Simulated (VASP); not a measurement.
Crystal: RbBr.

```
Rb Br
1.0
     0.00000    3.46083    3.46083
     3.46083    0.00000    3.46083
     3.46083    3.46083    0.00000
Rb Br
1 1
Direct
  0.00000 0.00000 0.00000
  0.50000 0.50000 0.50000
```

Base run:

```yaml
Program: VASP 6.6.1
Functional: PBE-based screened hybrid with 30 % exact exchange
Potentials_or_basis: VASP PAW PBE potentials, release 64 (Rb_sv, Br)
Cutoff: 520 eV
k_mesh: 4 × 4 × 4
Occupations: gaussian, width 0.01 eV
Spin: no spin polarisation
```

Its results: band gap on the k mesh 5.68 eV; pressure 0.3 GPa.

Task: The run is repeated on the same cell with these changes: functional from PBE-based screened hybrid with 30 % exact exchange to PBE-based global hybrid with 50 % exact exchange; share of exact exchange from 0.3 to 0.5. What comes out?

Result: Band gap on the k mesh 8.11 eV; pressure 0.0 GPa.

Caveats: the PAW data sets were made with another functional, which shifts forces and pressure a little.

